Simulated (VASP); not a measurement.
# Mn (P6_3/mmc) in VASP: notebook

The runs below take Mn through single point, with LDA, PBEsol.

All numbers are computed with VASP 6.6.1; they aren't measurements. Logs are shortened: lines on timing, memory, paths and dates and some standing lists are left out, and cuts for length are marked.

## (1) The cell of the first run

It takes space group P6_3/mmc (No. 194, hexagonal). The conventional cell has a = 2.450 Å, b = 2.450 Å, c = 3.972 Å, α = 90.00°, β = 90.00°, γ = 120.00°. Mn (site symmetry -6m2) has 12 Mn at 2.44 to 2.45 Å within 3.2 Å.

## (2) Single point, LDA, collinear spin, ferromagnetic start

Input file INCAR:

```
PREC = Accurate ; ENCUT = 520
EDIFF = 1E-6 ; ISMEAR = -1
SIGMA = 0.05 ; LREAL = False
LASPH = True ; NELM = 150
ALGO = Normal ; ISIF = 2
LWAVE = False ; LCHARG = False
ISPIN = 2 ; MAGMOM = 4 4
LORBIT = 11 ; LMAXMIX = 4
NBANDS = 24
```

Input file KPOINTS:

```
regular mesh
0
Gamma
  12 12 7
```

Input file POSCAR:

```
Mn
1.0
    2.4500788750      0.0000000000      0.0000000000
   -1.2250394376      2.1218305471      0.0000000000
    0.0000000000      0.0000000000      3.9717802890
Mn
2
Direct
    0.3333333333      0.6666666667      0.2500000000
    0.6666666667      0.3333333333      0.7500000000
```

Potentials or basis: VASP PAW LDA potentials, release 64 (Mn_pv).

Run with:

```console
> cat potpaw_LDA.64/Mn_pv/POTCAR > POTCAR
> mpirun -np 1 vasp_std > vasp.out
```

OUTCAR:

```text
PREC = Accurate
   ENCUT = 520
   EDIFF = 1E-6
   ISMEAR = -1
   LREAL = False
   LASPH = True
   NELM = 150
   ISIF = 2
   ISPIN = 2
   LORBIT = 11

 ion  position               nearest neighbor table
   1  0.333  0.667  0.250-   2 2.44   2 2.44   2 2.44   2 2.44   2 2.44   2 2.44
   2  0.667  0.333  0.750-   1 2.44   1 2.44   1 2.44   1 2.44   1 2.44   1 2.44

  LATTYP: Found a hexagonal cell.
 ALAT       =     2.4500788750
 C/A-ratio  =     1.6210826229

  Lattice vectors:

 A1 = (   2.4500788750,   0.0000000000,   0.0000000000)
 A2 = (  -1.2250394376,   2.1218305471,   0.0000000000)
 A3 = (   0.0000000000,   0.0000000000,   3.9717802890)

Analysis of symmetry for initial positions (statically):
=====================================================================
 Subroutine PRICEL returns:
 Original cell was already a primitive cell.

 Routine SETGRP: Setting up the symmetry group for a
 hexagonal supercell.

 Subroutine GETGRP returns: Found 24 space group operations
 (whereof 12 operations were pure point group operations)
 out of a pool of 24 trial point group operations.

The static configuration has the point symmetry D_3d.
 The point group associated with its full space group is D_6h.

Analysis of symmetry for dynamics (positions and initial velocities):
=====================================================================
 Subroutine PRICEL returns:
 Original cell was already a primitive cell.

 Routine SETGRP: Setting up the symmetry group for a
 hexagonal supercell.

 Subroutine GETGRP returns: Found 24 space group operations
 (whereof 12 operations were pure point group operations)
 out of a pool of 24 trial point group operations.

The dynamic configuration has the point symmetry D_3d.
 The point group associated with its full space group is D_6h.

Analysis of structural, dynamic, and magnetic symmetry:
=====================================================================
 Subroutine PRICEL returns:
 Original cell was already a primitive cell.

 Routine SETGRP: Setting up the symmetry group for a
 hexagonal supercell.

 Subroutine GETGRP returns: Found 24 space group operations
 (whereof 12 operations were pure point group operations)
 out of a pool of 24 trial point group operations.

The overall configuration has the point symmetry D_3d.
 The point group associated with its full space group is D_6h.

 Subroutine INISYM returns: Found 24 space group operations
 (whereof 12 operations are pure point group operations),
 and found     1 'primitive' translations

----------------------------------------------------------------------------------------

                                     Primitive cell

  volume of cell :      20.6479

  direct lattice vectors                    reciprocal lattice vectors
     2.450078875  0.000000000  0.000000000     0.408150125  0.235645585  0.000000000
    -1.225039438  2.121830547  0.000000000     0.000000000  0.471291169  0.000000000
     0.000000000  0.000000000  3.971780289     0.000000000  0.000000000  0.251776263

  length of vectors
     2.450078875  2.450078875  3.971780289     0.471291170  0.471291169  0.251776263

  position of ions in fractional coordinates (direct lattice)
     0.333333333  0.666666667  0.250000000
     0.666666667  0.333333333  0.750000000

  ion indices of the primitive-cell ions
   primitive index   ion index
                 1           1
                 2           2

----------------------------------------------------------------------------------------

 KPOINTS: regular mesh

Automatic generation of k-mesh.
 Grid dimensions read from file:
 generate k-points for:   12   12    7

 Generating k-lattice:

  Cartesian coordinates                     Fractional coordinates (reciprocal lattice)
     0.034012510  0.019637132  0.000000000     0.083333333  0.000000000  0.000000000
     0.000000000  0.039274264  0.000000000     0.000000000  0.083333333  0.000000000
     0.000000000  0.000000000  0.035968038     0.000000000  0.000000000  0.142857143

  Length of vectors
     0.039274264  0.039274264  0.035968038

  Shift w.r.t. Gamma in fractional coordinates (k-lattice)
     0.000000000  0.000000000  0.000000000

 Subroutine IBZKPT returns following result:
 ===========================================

 Found     76 irreducible k-points:

 Following reciprocal coordinates:
            Coordinates               Weight
  0.000000  0.000000  0.000000      1.000000
  0.083333  0.000000  0.000000      6.000000
  0.166667  0.000000  0.000000      6.000000
  0.250000  0.000000  0.000000      6.000000
  0.333333  0.000000  0.000000      6.000000
  0.416667  0.000000  0.000000      6.000000
[... 16 lines left out ...]
  0.250000  0.000000  0.142857     12.000000
  0.333333  0.000000  0.142857     12.000000
 [... further k-points ...]
   k-points           NKPTS =     76   k-points in BZ     NKDIM =     76   number of bands    NBANDS=     24
   number of dos      NEDOS =    301   number of ions     NIONS =      2
   total plane-waves  NPLWV =   9720
   dimension x,y,z NGX =    18 NGY =   18 NGZ =   30
   dimension x,y,z NGXF=    36 NGYF=   36 NGZF=   60
   ions per type =               2
   NGX,Y,Z   is equivalent  to a cutoff of  12.21, 12.21, 12.56 a.u.
   NGXF,Y,Z  is equivalent  to a cutoff of  24.43, 24.43, 25.11 a.u.
 SYSTEM =  unknown system
   PREC   = accura    normal or accurate (medium, high low for compatibility)
   ISTART =      0    job   : 0-new  1-cont  2-samecut
   ICHARG =      2    charge: 1-file 2-atom 10-const
   ISPIN  =      2    spin polarized calculation?
   LNONCOLLINEAR =      F non collinear calculations
   LSORBIT =      F    spin-orbit coupling
   LASPH  =      T    aspherical Exc in radial PAW
   ENCUT  =  520.0 eV  38.22 Ry    6.18 a.u.   4.56  4.56  7.38*2*pi/ulx,y,z
   NELM   =    150;   NELMIN=  2; NELMDL= -5     # of ELM steps
   EDIFF  = 0.1E-05   stopping-criterion for ELM
   LREAL  =      F    real-space projection
   EDIFFG = 0.1E-04   stopping-criterion for IOM
   NSW    =      0    number of steps for IOM
   IBRION =     -1    ionic relax: 0-MD 1-quasi-New 2-CG
   NFREE  =      0    steps in history (QN), initial steepest desc. (CG)
   ISIF   =      2    stress and relaxation
   ISYM   =      2    0-nonsym 1-usesym 2-fastsym
   POTIM  = 0.5000    time-step for ionic-motion
   TEBEG  =    0.0;   TEEND  =   0.0 temperature during run
   PSTRESS=    0.0 pullay stress
   NELECT =      26.0000    total number of electrons
   NUPDOWN=      -1.0000    fix difference up-down
   EMIN   =  10.00;   EMAX   =-10.00  energy-range for DOS
   EFERMI =   0.00;   METHOD = LEGACY
   ISMEAR =    -1;   SIGMA  =   0.05  broadening in eV -4-tet -1-fermi 0-gaus
   EFERMI_NEDOS =   21; number of points for ismear=-14 and -15
   IALGO  =     38    algorithm
   IMIX   =      4    mixing-type and parameters
     AMIX     =   0.40;   BMIX     =  1.00
     AMIX_MAG =   1.60;   BMIX_MAG =  1.00
  volume/ion in A,a.u.               =      10.32        69.67
  Fermi-wavevector in a.u.,A,eV,Ry     =   1.767830  3.340715 42.521263  3.125225
  Thomas-Fermi vector in A             =   2.835138
   LORBIT       =     11    0 simple, 1 ext, 2 COOP (PROOUT), +10 PAW based schemes
   GGA     = CA    functional components
   LHFCALC =     F    Hartree Fock is set to
   AEXX    =    0.0000 exact exchange contribution
   IVDW    =     0    specifies the selected vdW correction
   LEPSILON=     F    determine dielectric tensor
   LRPA    =     F    only Hartree local field effects (RPA)
 spin polarized calculation
  energy-cutoff  :      520.00
  volume of cell :       20.65
 maximum number of plane-waves:       574
   NGX =  9   NGY =  9   NGZ = 15

 number of electron      26.0000023 magnetization       0.0021660

 number of electron      26.0000023 magnetization      -0.0001688

 Free energy of the ion-electron system (eV)
  ---------------------------------------------------
  ext. energy  EPLUGINS =         0.00000000
  ---------------------------------------------------
  free energy    TOTEN  =       -20.29647031 eV

  energy without entropy =      -20.27544270  energy(sigma->0) =      -20.28595651

 E-fermi :  10.7354     XC(G=0): -14.6166

 val. band max:       10.7349644435   @ k =   0.4167   0.1667   0.2857
 cond. band min:      10.7568797007   @ k =   0.1667   0.0833   0.1429
 fundamental gap:      0.0219152572
 Fermi energy:        10.7353930779

 spin component 1

 k-point     1 :       0.0000    0.0000    0.0000
  band No.  band energies     occupation
      1     -37.1962      1.00000
      2     -36.4174      1.00000
      3     -36.4174      1.00000
      4     -36.2970      1.00000
      5     -36.2970      1.00000
      6     -36.2896      1.00000
[... 16 lines left out ...]
     23      37.8786      0.00000
     24      37.8786      0.00000
[... 598 lines left out ...]
      2     -36.8500      1.00000
      3     -36.7902      1.00000
      4     -36.5583      1.00000
      5     -36.4144      1.00000
      6     -36.3880      1.00000
[... 16 lines left out ...]
     23      31.8576      0.00000
     24      34.0946      0.00000

 [... further k-points ...]

 spin component 2

 k-point     1 :       0.0000    0.0000    0.0000
  band No.  band energies     occupation
      1     -37.1963      1.00000
      2     -36.4175      1.00000
      3     -36.4175      1.00000
      4     -36.2972      1.00000
      5     -36.2972      1.00000
      6     -36.2897      1.00000
[... 16 lines left out ...]
     23      37.8786      0.00000
     24      37.8786      0.00000
[... 598 lines left out ...]
      2     -36.8501      1.00000
      3     -36.7903      1.00000
      4     -36.5585      1.00000
      5     -36.4145      1.00000
      6     -36.3882      1.00000
[... 16 lines left out ...]
     23      31.8576      0.00000
     24      34.0946      0.00000

 [... further k-points ...]

------------------------ aborting loop because EDIFF is reached ----------------------------------------

  FORCE on cell =-STRESS in cart. coord.  units (eV):
  Direction    XX          YY          ZZ          XY          YZ          ZX
  --------------------------------------------------------------------------------------
  -------------------------------------------------------------------------------------
  Total       -1.0381346     -1.0381346     -1.1977583      0.0000000     -0.0000000     -0.0000000
  in kB      -80.5542143    -80.5542143    -92.9402401      0.0000000     -0.0000000     -0.0000000
  external PRESSURE =     -84.6828896 kB  Pullay stress =       0.0000000 kB

 VOLUME and BASIS-vectors are now :
 -----------------------------------------------------------------------------
  energy-cutoff  :      520.00
  volume of cell :       20.65
      direct lattice vectors                 reciprocal lattice vectors
     2.450078875  0.000000000  0.000000000     0.408150125  0.235645585  0.000000000
    -1.225039438  2.121830547  0.000000000     0.000000000  0.471291169  0.000000000
     0.000000000  0.000000000  3.971780289     0.000000000  0.000000000  0.251776263

 POSITION                                       TOTAL-FORCE (eV/Angst)
 -----------------------------------------------------------------------------------
     -0.00000      1.41455      0.99295         0.000000      0.000000      0.000000
      1.22504      0.70728      2.97884        -0.000000     -0.000000      0.000000
 -----------------------------------------------------------------------------------
    total drift:                               -0.000000      0.000000     -0.000000

  FREE ENERGIE OF THE ION-ELECTRON SYSTEM (eV)
  ---------------------------------------------------
  free  energy   TOTEN  =       -20.2964703126 eV

  energy  without entropy=      -20.2754427002  energy(sigma->0) =      -20.28595651

 total charge

# of ion       s       p       d       tot
------------------------------------------
    1        0.443   6.424   5.214  12.081
    2        0.443   6.424   5.214  12.081
--------------------------------------------------
tot          0.886  12.847  10.428  24.161

 magnetization (x)

# of ion       s       p       d       tot
------------------------------------------
    1        0.000  -0.000  -0.000  -0.000
    2        0.000  -0.000  -0.000  -0.000
--------------------------------------------------
tot          0.000  -0.000  -0.000  -0.000
```

Wall time 26 s (1 thread of Intel Xeon 6975P-C (Granite Rapids), shared host); peak memory 0.16 GiB.

What came out:

| Item | Value |
| --- | --- |
| Free energy | -20.2965 eV |
| Pressure | -8.5 GPa |
| Band gap on the k mesh | zero (filled and empty bands overlap) |
| Net moment | 0.00 μB per cell |
| Valence electrons inside the program's atomic spheres | Mn 12.08 |

Stress tensor (GPa, compression positive):
```
-8.06  0.00  0.00
 0.00 -8.06  0.00
 0.00  0.00 -9.29
```

Levels at points of the mesh, in eV from the Fermi level:
Spin up:
```csv
k point,band 11,band 12,band 13,band 14,band 15,band 16
"(0.00, 0.00, 0.00)",-1.01,-0.52,-0.52,0.04,0.04,0.88
"(0.50, 0.00, 0.00)",-1.23,-0.98,-0.44,1.93,2.08,2.16
```
Spin down:
| k point | band 9 | band 10 | band 11 | band 12 | band 13 | band 14 | band 15 | band 16 | band 17 | band 18 |
| --- | --- | --- | --- | --- | --- | --- | --- | --- | --- | --- |
| (0.00, 0.00, 0.00) | -1.05 | -1.01 | -1.01 | -0.52 | -0.52 | 0.04 | 0.04 | 0.88 | 1.70 | 1.70 |
| (0.50, 0.00, 0.00) | -3.88 | -1.30 | -1.23 | -0.98 | -0.44 | 1.93 | 2.08 | 2.16 | 3.83 | 6.02 |

Caveat: the starting moments collapsed, and a magnetic state may lie lower.

## (3) Single point, PBEsol, collinear spin, ferromagnetic start

Input file INCAR:

```
SYSTEM = Mn
PREC     = Accurate       ! precision mode
ENCUT    = 520            ! plane-wave cutoff, eV
EDIFF    = 1E-6           ! SCF threshold, eV
ISMEAR   = -1             ! smearing method
SIGMA    = 0.05           ! smearing width, eV
LREAL    = .FALSE.        ! projectors in reciprocal space
LASPH    = .TRUE.         ! aspherical terms in the spheres
NELM     = 150            ! most SCF steps
ALGO     = Fast           ! electronic algorithm
ISIF     = 2              ! what is computed and relaxed
LWAVE    = .FALSE.        ! write WAVECAR
LCHARG   = .TRUE.         ! write CHGCAR
ISPIN    = 2              ! spin polarisation
MAGMOM   = 4 4            ! initial moments
LORBIT   = 11             ! projections on sites
LMAXMIX  = 4              ! l up to which the mixer works
GGA      = PS             ! functional
LELF     = .TRUE.         ! ELF
LVHAR    = .TRUE.       
NBANDS   = 24             ! bands
```

Input file KPOINTS:

```
Automatic mesh
0
G
  12 12 7
  0 0 0
```

POSCAR is that of step 2.

Potentials or basis: VASP PAW PBE potentials, release 64 (Mn_pv).

Run with:

```console
> cat potpaw_PBE.64/Mn_pv/POTCAR > POTCAR
> mpirun -np 1 vasp_std > vasp.out
```

It took 34 s on 1 thread of Intel Xeon 6975P-C (Granite Rapids), shared host; peak memory 0.17 GiB.

The run converged. Its results:

| Item | Value |
| --- | --- |
| Free energy | -19.4250 eV |
| Pressure | 0.0 GPa |
| Band gap on the k mesh | zero (filled and empty bands overlap) |
| Net moment | 0.00 μB per cell |
| Valence electrons inside the program's atomic spheres | Mn 12.07 |

Stress tensor (GPa, compression positive):
```
 0.19  0.00  0.00
 0.00  0.19  0.00
 0.00  0.00 -0.43
```

Levels at points of the mesh, in eV from the Fermi level:
Spin up:
```tsv
k point	band 9	band 10	band 11	band 12	band 13	band 14	band 15	band 16	band 17	band 18
(0.00, 0.00, 0.00)	-1.04	-1.00	-1.00	-0.50	-0.50	0.06	0.06	0.78	1.71	1.71
(0.50, 0.00, 0.00)	-3.89	-1.36	-1.22	-0.99	-0.44	1.94	2.08	2.17	3.79	5.98
```
Spin down:
| k point | band 10 | band 11 | band 12 | band 13 | band 14 | band 15 | band 16 | band 17 |
| --- | --- | --- | --- | --- | --- | --- | --- | --- |
| (0.00, 0.00, 0.00) | -1.00 | -1.00 | -0.50 | -0.50 | 0.06 | 0.06 | 0.78 | 1.71 |
| (0.50, 0.00, 0.00) | -1.36 | -1.22 | -0.99 | -0.44 | 1.94 | 2.08 | 2.17 | 3.79 |

Caveat: the starting moments collapsed, and a magnetic state may lie lower; the PAW data sets were made with another functional, which shifts forces and pressure a little.

## (4) Single point, LDA, collinear spin, ferromagnetic start

This run uses another cell than the first one, of 10.54 Å³/atom, 1.021 times its volume.

Input file INCAR:

```
SYSTEM = Mn
  ALGO = Normal
  EDIFF = 1E-7
  ENCUT = 520
  GGA = CA
  ISIF = 2
  ISMEAR = -1
  ISPIN = 2
  LASPH = .True.
  LCHARG = .False.
  LMAXMIX = 4
  LORBIT = 11
  LREAL = .False.
  LWAVE = .False.
  MAGMOM = 4 4
  NBANDS = 24
  NELM = 150
  PREC = Accurate
  SIGMA = 0.05
```

Input file KPOINTS:

```
k-points
0
Gamma
  12 12 7
  0 0 0
```

Input file POSCAR:

```
Mn
1.0
    2.4669765047      0.0000000000      0.0000000000
   -1.2334882524      2.1364643236      0.0000000000
    0.0000000000      0.0000000000      3.9991727429
Mn
2
Direct
    0.3333333333      0.6666666667      0.2500000000
    0.6666666667      0.3333333333      0.7500000000
```

Potentials or basis: VASP PAW LDA potentials, release 64 (Mn_pv).

Run with:

```console
> cat potpaw_LDA.64/Mn_pv/POTCAR > POTCAR
> mpirun -np 1 vasp_std > vasp.out
```

Run time: 27 s. Hardware: 1 thread of Intel Xeon 6975P-C (Granite Rapids), shared host; peak memory 0.16 GiB.

The run converged. Its results:

* Free energy: -20.2668 eV
* Pressure: -14.0 GPa
* Band gap on the k mesh: zero (filled and empty bands overlap)
* Net moment: 0.00 μB per cell
* Valence electrons inside the program's atomic spheres: Mn 12.04

Stress tensor (GPa, compression positive):
```
-13.65   0.00   0.00
  0.00 -13.65   0.00
  0.00   0.00 -14.78
```

Levels at points of the mesh, in eV from the Fermi level:
Spin up:
```csv
k point,band 11,band 12,band 13,band 14,band 15,band 16
"(0.00, 0.00, 0.00)",-0.98,-0.50,-0.50,0.05,0.05,0.85
"(0.50, 0.00, 0.00)",-1.19,-0.96,-0.43,1.88,2.02,2.10
```
Spin down:
| k point | band 10 | band 11 | band 12 | band 13 | band 14 | band 15 | band 16 | band 17 |
| --- | --- | --- | --- | --- | --- | --- | --- | --- |
| (0.00, 0.00, 0.00) | -0.98 | -0.98 | -0.50 | -0.50 | 0.05 | 0.05 | 0.85 | 1.65 |
| (0.50, 0.00, 0.00) | -1.29 | -1.19 | -0.96 | -0.43 | 1.88 | 2.02 | 2.10 | 3.72 |

Caveat: the starting moments collapsed, and a magnetic state may lie lower.

## (5) Single point, PBEsol, collinear spin, ferromagnetic start

This run uses another cell than the first one, of 10.54 Å³/atom, 1.021 times its volume.

Input file INCAR:

```
SYSTEM = Mn
PREC = Accurate
ENCUT = 520
EDIFF = 1E-6
ISMEAR = -1
SIGMA = 0.05
LREAL = .False.
LASPH = .True.
NELM = 150
ALGO = Normal
ISIF = 2
LWAVE = .False.
LCHARG = .False.
ISPIN = 2
MAGMOM = 4 4
LORBIT = 11
LMAXMIX = 4
GGA = PS
NBANDS = 24
```

Input file KPOINTS:

```
regular mesh
0
Gamma
  12 12 7
  0 0 0
```

POSCAR is that of step 4.

Potentials or basis: VASP PAW PBE potentials, release 64 (Mn_pv).

Run with:

```console
> cat potpaw_PBE.64/Mn_pv/POTCAR > POTCAR
> mpirun -np 1 vasp_std > vasp.out
```

Wall time 26 s (1 thread of Intel Xeon 6975P-C (Granite Rapids), shared host); peak memory 0.17 GiB.

The run converged. Its results:

```
Free energy                                           : -19.4166 eV
Pressure                                              : -6.2 GPa
Band gap on the k mesh                                : zero (filled and empty bands overlap)
Net moment                                            : 0.00 μB per cell
Valence electrons inside the program's atomic spheres : Mn 12.03
```

Stress tensor (GPa, compression positive):
```
-6.04  0.00  0.00
 0.00 -6.04  0.00
 0.00  0.00 -6.64
```

Levels at points of the mesh, in eV from the Fermi level:
Spin up:
```csv
k point,band 11,band 12,band 13,band 14,band 15,band 16
"(0.00, 0.00, 0.00)",-0.97,-0.49,-0.49,0.06,0.06,0.75
"(0.50, 0.00, 0.00)",-1.18,-0.96,-0.43,1.88,2.02,2.11
```
Spin down:
```csv
k point,band 9,band 10,band 11,band 12,band 13,band 14,band 15,band 16,band 17,band 18
"(0.00, 0.00, 0.00)",-1.00,-0.97,-0.97,-0.49,-0.49,0.06,0.06,0.75,1.66,1.66
"(0.50, 0.00, 0.00)",-3.78,-1.35,-1.18,-0.96,-0.43,1.88,2.02,2.11,3.69,5.83
```

Caveat: the starting moments collapsed, and a magnetic state may lie lower; the PAW data sets were made with another functional, which shifts forces and pressure a little.
